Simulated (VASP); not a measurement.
# Lu2SiNF2 (P-4m2) in VASP: further runs

Lu2SiNF2 is run at these levels: PBE; tasks: relaxation of cell and atoms, single point.

Program: VASP 6.6.1. These are calculated values, not measurements. Logs are shortened: lines on timing, memory, paths and dates and some standing lists are left out, and cuts for length are marked.

## Step 1: The cell of the first run

It takes space group P-4m2 (No. 115, tetragonal). Conventional cell: a = 3.953 Å, b = 3.953 Å, c = 6.598 Å, α = 90.00°, β = 90.00°, γ = 90.00°. Within 3.8 Å of Lu (site symmetry 2mm) lie 2 Si at 2.88 Å and 2 N at 2.88 Å and 6 F at 2.96 to 3.37 Å and 4 Lu at 3.68 Å. Si (site symmetry -4m2) has 4 F at 2.28 Å and 4 N at 2.80 Å and 4 Lu at 2.88 Å within 3.0 Å. N (site symmetry -4m2) has 4 F at 2.28 Å and 4 Si at 2.80 Å and 4 Lu at 2.88 Å within 3.0 Å. F (site symmetry 2mm) has 2 Si at 2.28 Å and 2 N at 2.28 Å and 4 Lu at 2.96 Å within 3.0 Å.

## Step 2: Relaxation of cell and atoms, PBE

INCAR reads:

```
SYSTEM = Lu2SiNF2
PREC = Accurate
ENCUT = 600
EDIFF = 1E-7
ISMEAR = 0
SIGMA = 0.1
LREAL = .False.
LASPH = .True.
NELM = 60
ALGO = Normal
ISIF = 3
LWAVE = .False.
LCHARG = .False.
GGA = PE
IBRION = 2
NSW = 90
EDIFFG = -0.04
```

KPOINTS reads:

```
regular mesh
0
Gamma
  4 4 4
  0 0 0
```

POSCAR reads:

```
Lu2SiNF2
1.0
    3.9534587900      0.0000000000      0.0000000000
    0.0000000000      3.9534587900      0.0000000000
    0.0000000000      0.0000000000      6.5982402300
Lu Si N F
2 1 1 2
Direct
    0.5000000000      0.0000000000      0.3182089900
    0.0000000000      0.5000000000      0.6817910100
    0.0000000000      0.0000000000      0.0000000000
    0.5000000000      0.5000000000      0.0000000000
    0.5000000000      0.0000000000      0.8291289800
    0.0000000000      0.5000000000      0.1708710200
```

Potentials or basis: VASP PAW PBE potentials, release 64 (Lu, Si, N, F).

On the command line:

```console
$ cat potpaw_PBE.64/Lu/POTCAR potpaw_PBE.64/Si/POTCAR potpaw_PBE.64/N/POTCAR potpaw_PBE.64/F/POTCAR > POTCAR
$ mpirun -np 1 vasp_std > vasp.out
```

OUTCAR:

```text
SYSTEM = Lu2SiNF2
   PREC = Accurate
   ENCUT = 600
   EDIFF = 1E-7
   ISMEAR = 0
   LREAL = .False.
   LASPH = .True.
   NELM = 60
   ISIF = 3
   GGA = PE
   IBRION = 2
   NSW = 90
   EDIFFG = -0.04

 ion  position               nearest neighbor table
   1  0.500  0.000  0.318-   3 2.88   3 2.88   2 3.68   2 3.68   2 3.68   2 3.68
   2  0.000  0.500  0.682-   3 2.88   3 2.88   1 3.68   1 3.68   1 3.68   1 3.68
   3  0.000  0.000  0.000-   5 2.28   6 2.28   6 2.28   5 2.28   2 2.88   1 2.88   1 2.88   2 2.88

   4  0.500  0.500  0.000-
   5  0.500  0.000  0.829-   3 2.28   3 2.28
   6  0.000  0.500  0.171-   3 2.28   3 2.28

  LATTYP: Found a simple tetragonal cell.
 ALAT       =     3.9534587900
 C/A-ratio  =     1.6689791346

  Lattice vectors:

 A1 = (   3.9534587900,   0.0000000000,   0.0000000000)
 A2 = (   0.0000000000,   3.9534587900,   0.0000000000)
 A3 = (   0.0000000000,   0.0000000000,   6.5982402300)

Analysis of symmetry for initial positions (statically):
=====================================================================
 Subroutine PRICEL returns:
 Original cell was already a primitive cell.

 Routine SETGRP: Setting up the symmetry group for a
 simple tetragonal supercell.

 Subroutine GETGRP returns: Found  8 space group operations
 (whereof  8 operations were pure point group operations)
 out of a pool of 16 trial point group operations.

The static configuration has the point symmetry D_2d.

Analysis of symmetry for dynamics (positions and initial velocities):
=====================================================================
 Subroutine PRICEL returns:
 Original cell was already a primitive cell.

 Routine SETGRP: Setting up the symmetry group for a
 simple tetragonal supercell.

 Subroutine GETGRP returns: Found  8 space group operations
 (whereof  8 operations were pure point group operations)
 out of a pool of 16 trial point group operations.

The dynamic configuration has the point symmetry D_2d.

 Subroutine INISYM returns: Found  8 space group operations
 (whereof  8 operations are pure point group operations),
 and found     1 'primitive' translations

----------------------------------------------------------------------------------------

                                     Primitive cell

  volume of cell :     103.1294

  direct lattice vectors                    reciprocal lattice vectors
     3.953458790  0.000000000  0.000000000     0.252943069  0.000000000  0.000000000
     0.000000000  3.953458790  0.000000000     0.000000000  0.252943069  0.000000000
     0.000000000  0.000000000  6.598240230     0.000000000  0.000000000  0.151555561

  length of vectors
     3.953458790  3.953458790  6.598240230     0.252943069  0.252943069  0.151555561

  position of ions in fractional coordinates (direct lattice)
     0.500000000  0.000000000  0.318208990
     0.000000000  0.500000000  0.681791010
     0.000000000  0.000000000  0.000000000
     0.500000000  0.500000000  0.000000000
     0.500000000  0.000000000  0.829128980
     0.000000000  0.500000000  0.170871020

  ion indices of the primitive-cell ions
   primitive index   ion index
                 1           1
                 2           2
                 3           3
                 4           4
                 5           5
                 6           6

----------------------------------------------------------------------------------------

 KPOINTS: regular mesh

Automatic generation of k-mesh.
 Grid dimensions read from file:
 generate k-points for:    4    4    4

 Generating k-lattice:

  Cartesian coordinates                     Fractional coordinates (reciprocal lattice)
     0.063235767  0.000000000  0.000000000     0.250000000  0.000000000  0.000000000
     0.000000000  0.063235767  0.000000000     0.000000000  0.250000000  0.000000000
     0.000000000  0.000000000  0.037888890     0.000000000  0.000000000  0.250000000

  Length of vectors
     0.063235767  0.063235767  0.037888890

  Shift w.r.t. Gamma in fractional coordinates (k-lattice)
     0.000000000  0.000000000  0.000000000

 Subroutine IBZKPT returns following result:
 ===========================================

 Found     18 irreducible k-points:

 Following reciprocal coordinates:
            Coordinates               Weight
  0.000000  0.000000  0.000000      1.000000
  0.250000  0.000000  0.000000      4.000000
  0.500000  0.000000  0.000000      2.000000
  0.250000  0.250000  0.000000      4.000000
  0.500000  0.250000  0.000000      4.000000
  0.500000  0.500000  0.000000      1.000000
[... 10 lines left out ...]
  0.500000  0.250000  0.500000      4.000000
  0.500000  0.500000  0.500000      1.000000
   k-points           NKPTS =     18   k-points in BZ     NKDIM =     18   number of bands    NBANDS=     43
   number of dos      NEDOS =    301   number of ions     NIONS =      6
   total plane-waves  NPLWV =  55296
   dimension x,y,z NGX =    32 NGY =   32 NGZ =   54
   dimension x,y,z NGXF=    64 NGYF=   64 NGZF=  108
   ions per type =               2   1   1   2
   NGX,Y,Z   is equivalent  to a cutoff of  13.46, 13.46, 13.61 a.u.
   NGXF,Y,Z  is equivalent  to a cutoff of  26.91, 26.91, 27.21 a.u.
 SYSTEM =  Lu2SiNF2
   PREC   = accura    normal or accurate (medium, high low for compatibility)
   ISTART =      0    job   : 0-new  1-cont  2-samecut
   ICHARG =      2    charge: 1-file 2-atom 10-const
   ISPIN  =      1    spin polarized calculation?
   LNONCOLLINEAR =      F non collinear calculations
   LSORBIT =      F    spin-orbit coupling
   LASPH  =      T    aspherical Exc in radial PAW
   ENCUT  =  600.0 eV  44.10 Ry    6.64 a.u.   7.90  7.90 13.18*2*pi/ulx,y,z
   NELM   =     60;   NELMIN=  2; NELMDL= -5     # of ELM steps
   EDIFF  = 0.1E-06   stopping-criterion for ELM
   LREAL  =      F    real-space projection
   EDIFFG = -.4E-01   stopping-criterion for IOM
   NSW    =     90    number of steps for IOM
   IBRION =      2    ionic relax: 0-MD 1-quasi-New 2-CG
   NFREE  =      1    steps in history (QN), initial steepest desc. (CG)
   ISIF   =      3    stress and relaxation
   ISYM   =      2    0-nonsym 1-usesym 2-fastsym
   POTIM  = 0.5000    time-step for ionic-motion
   TEBEG  =    0.0;   TEEND  =   0.0 temperature during run
   PSTRESS=    0.0 pullay stress
   NELECT =      73.0000    total number of electrons
   NUPDOWN=      -1.0000    fix difference up-down
   EMIN   =  10.00;   EMAX   =-10.00  energy-range for DOS
   EFERMI =   0.00;   METHOD = LEGACY
   ISMEAR =     0;   SIGMA  =   0.10  broadening in eV -4-tet -1-fermi 0-gaus
   EFERMI_NEDOS =   21; number of points for ismear=-14 and -15
   IALGO  =     38    algorithm
   IMIX   =      4    mixing-type and parameters
     AMIX     =   0.40;   BMIX     =  1.00
     AMIX_MAG =   1.60;   BMIX_MAG =  1.00
  volume/ion in A,a.u.               =      17.19       115.99
  Fermi-wavevector in a.u.,A,eV,Ry     =   1.458999  2.757108 28.962415  2.128677
  Thomas-Fermi vector in A             =   2.575617
   LORBIT       =      0    0 simple, 1 ext, 2 COOP (PROOUT), +10 PAW based schemes
   GGA     = PE    functional components
   LHFCALC =     F    Hartree Fock is set to
   AEXX    =    0.0000 exact exchange contribution
   IVDW    =     0    specifies the selected vdW correction
   LEPSILON=     F    determine dielectric tensor
   LRPA    =     F    only Hartree local field effects (RPA)
 conjugate gradient relaxation of ions
 non-spin polarized calculation
 Gauss-broadening in eV      SIGMA  =   0.10
  energy-cutoff  :      600.00
  volume of cell :      103.13
 maximum number of plane-waves:      3460
 NGX is ok and might be reduce to    32
   NGX = 15   NGY = 15   NGZ = 27

--------------------------------------- Ionic step        1  -------------------------------------------

 number of electron      72.9999982 magnetization

 Free energy of the ion-electron system (eV)
  ---------------------------------------------------
  ext. energy  EPLUGINS =         0.00000000
  ---------------------------------------------------
  free energy    TOTEN  =       -26.80814525 eV

  energy without entropy =      -26.78139921  energy(sigma->0) =      -26.79477223

------------------------ aborting loop because EDIFF is reached ----------------------------------------

  FORCE on cell =-STRESS in cart. coord.  units (eV):
  Direction    XX          YY          ZZ          XY          YZ          ZX
  --------------------------------------------------------------------------------------
  -------------------------------------------------------------------------------------
  Total       -2.2689201     -2.2689201     -0.4931877      0.0000000      0.0000000      0.0000000
  in kB      -35.2490344    -35.2490344     -7.6619668      0.0000000      0.0000000      0.0000000
  external PRESSURE =     -26.0533452 kB  Pullay stress =       0.0000000 kB
[... 101 lines left out ...]
  FREE ENERGIE OF THE ION-ELECTRON SYSTEM (eV)
  ---------------------------------------------------
  free  energy   TOTEN  =       -30.7149365448 eV

  energy  without entropy=      -30.7053863336  energy(sigma->0) =      -30.71016144

 E-fermi :   4.7497     XC(G=0): -10.6572

 val. band max:        4.7368247107   @ k =   0.5000   0.0000   0.5000
 cond. band min:       4.7545966556   @ k =   0.2500   0.2500   0.5000
 fundamental gap:      0.0177719449
 Fermi energy:         4.7497466926

 k-point     1 :       0.0000    0.0000    0.0000
  band No.  band energies     occupation
      1     -52.6712      2.00000
      2     -52.6704      2.00000
      3     -23.4984      2.00000
      4     -23.3975      2.00000
      5     -23.3374      2.00000
      6     -23.3374      2.00000
[... 817 lines left out ...]
     42       8.2376      0.00000
     43       8.6771      0.00000

[... ionic steps 4 to 29 ...]

--------------------------------------- Ionic step       30  -------------------------------------------

 number of electron      72.9999981 magnetization

------------------------ aborting loop because EDIFF is reached ----------------------------------------

  FORCE on cell =-STRESS in cart. coord.  units (eV):
  Direction    XX          YY          ZZ          XY          YZ          ZX
  --------------------------------------------------------------------------------------
  -------------------------------------------------------------------------------------
  Total       -0.0014125     -0.0014125     -0.1603233      0.0000000     -0.0000000      0.0000000
  in kB       -0.0276021     -0.0276021     -3.1329820      0.0000000     -0.0000000      0.0000000
  external PRESSURE =      -1.0627287 kB  Pullay stress =       0.0000000 kB
[... 65 lines left out ...]
  energy  without entropy=      -35.7777563814  energy(sigma->0) =      -35.78164241

--------------------------------------- Ionic step       32  -------------------------------------------

 number of electron      72.9999978 magnetization

 Free energy of the ion-electron system (eV)
  ---------------------------------------------------
  ext. energy  EPLUGINS =         0.00000000
  ---------------------------------------------------
  free energy    TOTEN  =       -35.78604084 eV

  energy without entropy =      -35.77854814  energy(sigma->0) =      -35.78229449

 E-fermi :   6.1307     XC(G=0): -11.6016

 val. band max:        6.1249834646   @ k =   0.0000   0.0000   0.5000
 cond. band min:       6.1388078230   @ k =   0.0000   0.0000   0.5000
 fundamental gap:      0.0138243584
 Fermi energy:         6.1307075403

 k-point     1 :       0.0000    0.0000    0.0000
  band No.  band energies     occupation
      1     -51.1018      2.00000
      2     -51.0998      2.00000
      3     -22.4180      2.00000
      4     -21.8629      2.00000
      5     -21.6463      2.00000
      6     -21.6463      2.00000
[... 850 lines left out ...]
  FREE ENERGIE OF THE ION-ELECTRON SYSTEM (eV)
  ---------------------------------------------------
  free  energy   TOTEN  =       -35.7860408374 eV

  energy  without entropy=      -35.7785481371  energy(sigma->0) =      -35.78229449

 reached required accuracy - stopping structural energy minimisation
```

Run time: 28 min. Hardware: 1 thread of Intel Xeon 6975P-C (Granite Rapids), shared host; peak memory 0.28 GiB.

Results:

```yaml
Free_energy: -35.7860 eV
Relaxed_volume: 13.67 Å³/atom
Relaxed_cell: a = 3.261 Å, b = 3.261 Å, c = 7.714 Å, α = 90.00°, β = 90.00°, γ = 90.00°
Space_group_after_relaxing_to_0.05_Å: P-4m2 (No. 115)
Energy_gained_by_relaxing: 1496.3 meV/atom
Ionic_steps: 32
Pressure_after_relaxing: -0.1 GPa
Largest_force_after_relaxing: 0.034 eV/Å
```

Forces in eV/Å, atoms in the order of the input:
```
Lu   0.000  0.000 -0.006
Lu   0.000  0.000  0.006
Si   0.000  0.000  0.000
N    0.000  0.000  0.000
F    0.000  0.000 -0.034
F    0.000  0.000  0.034
```

Stress tensor (GPa, compression positive):
```
-0.04  0.00  0.00
 0.00 -0.04  0.00
 0.00  0.00 -0.20
```

Step by step:
```csv
step,energy change (eV),largest force (eV/Å),pressure (GPa),volume (Å³)
1,0.0000,2.6902,-2.61,103.13
2,-1.0630,2.9987,-1.88,99.01
3,-3.9068,3.3373,8.84,87.22
4,2.7734,14.4423,91.17,66.20
5,-4.3300,3.4323,15.72,83.65
6,-4.4614,4.2089,27.64,79.09
7,-4.6389,4.3683,27.84,79.06
8,-5.0879,4.9522,28.70,78.97
9,-5.4398,6.7785,31.48,78.72
10,-6.2034,5.7359,24.59,80.92
11,-7.6953,3.1524,8.27,87.71
12,-8.0141,0.2697,-9.92,102.24
13,-8.2175,0.8636,-5.46,97.05
14,-8.2268,1.0843,-3.94,95.62
15,-8.2727,1.0518,-3.68,94.85
16,-8.3960,0.9514,-2.76,92.54
17,-8.5764,0.8703,-0.36,88.02
18,-8.6752,1.0238,6.20,79.34
19,-8.7015,0.7121,2.94,82.95
20,-8.7077,0.8169,3.80,81.86
21,-8.7837,0.8555,1.74,82.15
22,-8.7925,0.8456,1.01,82.27
23,-8.8551,0.7080,-0.23,82.94
24,-8.9299,0.3376,-2.55,84.42
25,-8.9344,0.2131,-3.19,84.89
26,-8.9668,0.3738,-0.17,82.45
27,-8.9670,0.3313,-0.44,82.65
28,-8.9747,0.1600,0.04,82.08
29,-8.9764,0.0756,0.45,81.63
30,-8.9774,0.0600,-0.11,81.99
31,-8.9774,0.0598,-0.06,81.99
32,-8.9779,0.0342,-0.09,82.02
```

Final structure:
```
CELL_PARAMETERS angstrom
3.26077 0.00000 0.00000
0.00000 3.26077 0.00000
0.00000 0.00000 7.71383
ATOMIC_POSITIONS crystal
Lu 0.50000 0.00000 0.27292
Lu 0.00000 0.50000 0.72708
Si 0.00000 0.00000 0.00000
N 0.50000 0.50000 0.00000
F 0.50000 0.00000 0.59095
F 0.00000 0.50000 0.40905
```

Caveat: the k points lie up to 0.48 Å⁻¹ apart in the final cell; the volume moved by over 15 % at a fixed basis, so the end points are rough; spin-orbit coupling is left out, which moves the levels of the heavy elements; an odd number of electrons without spin polarisation forces a metal; a magnetic or distorted state may lie lower.

(Continued in part 2 of 2.)
